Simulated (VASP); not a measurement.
Here is a VASP 6.6.1 calculation.

Contents of POSCAR:

```
Zr
1.0
    1.5275250000      2.6457480000      0.0000000000
   -1.5275250000      2.6457480000      0.0000000000
    0.0000000000      0.0000000000      4.8336840000
Zr
2
Direct
    0.3333300000      0.3333400000      0.2500000000
    0.6666600000      0.6666700000      0.7500000000
```

Contents of INCAR.step1:

```
  PREC = Accurate
  ENCUT = 600
  ISMEAR = -1
  SIGMA = 0.1
  LREAL = F
  LASPH = T
  NELM = 60
  GGA = PE
  ALGO = Normal
  EDIFF = 1E-4
  LWAVE = T
  LCHARG = F
```

File INCAR.step2:

```
  PREC = Accurate
  ENCUT = 600
  EDIFF = 1E-7
  ISMEAR = -1
  SIGMA = 0.1
  LREAL = F
  LASPH = T
  NELM = 60
  ALGO = Normal
  ISIF = 3
  LWAVE = F
  LCHARG = F
  METAGGA = R2SCAN
  LMIXTAU = T
  IBRION = 2
  NSW = 100
  EDIFFG = -0.03
  ISTART = 1
```

Contents of KPOINTS:

```
regular mesh
0
Gamma
  13 13 7
```

Potentials or basis: VASP PAW PBE potentials, release 64 (Zr_sv).

Launch:

```console
$ cat potpaw_PBE.64/Zr_sv/POTCAR > POTCAR
$ cp INCAR.step1 INCAR
$ mpirun -np 1 vasp_std > vasp.out
$ cp INCAR.step2 INCAR
$ mpirun -np 1 vasp_std > vasp.out
```

(1) Estimate the relaxed cell.

(2) Estimate the space group after relaxing (to 0.1 Å).

(3) Predict the relaxed volume.

(4) Predict the band gap on the k mesh.

## Answers

(1) a = 3.242 Å, b = 3.242 Å, c = 5.168 Å, α = 90.00°, β = 90.00°, γ = 60.00°.

(2) P6_3/mmc (No. 194).

(3) 23.53 Å³/atom.

(4) zero (bands 12 and 13 overlap by 1.31 eV).

Caveat: the volume moved by over 15 % at a fixed basis, so the end points are rough; the PAW data sets were made with another functional, which shifts forces and pressure a little.
